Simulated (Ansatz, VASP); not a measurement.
# Re: VASP beside Ansatz

```
CELL_PARAMETERS angstrom
0.00000 1.95772 1.95772
1.95772 0.00000 1.95772
1.95772 1.95772 0.00000
ATOMIC_POSITIONS crystal
Re 0.00000 0.00000 0.00000
```

Alike in both runs: task relaxation of cell and atoms; functional LDA; k mesh 18 × 18 × 18; occupations gaussian, width 0.1 eV; no spin polarisation.

```csv
,VASP,Ansatz
version,VASP 6.6.1,Ansatz 0.2.0
potentials or method,"VASP PAW LDA potentials, release 64 (Re_sv_GW), cutoff 560 eV","scalar-relativistic, plane waves, PAW"
valence electrons in the cell,15,15
```

|  | VASP | Ansatz | Ansatz less VASP |
| --- | --- | --- | --- |
| gap on the k mesh at the Fermi level, each at its own relaxed structure (eV) | none | none | - |
| relaxed volume (Å³/atom) | 14.39 | 14.38 | -0.007 |
| relaxed length of the cell vector where the two differ most in proportion (Å) | 2.730 | 2.730 | -0.0004 |

LDA's correlation is that of Perdew and Zunger in VASP and of Perdew and Wang (1992) in Ansatz. A gap of «none» marks a metal or a gap that the smearing closes.

Spin-orbit coupling is off throughout.
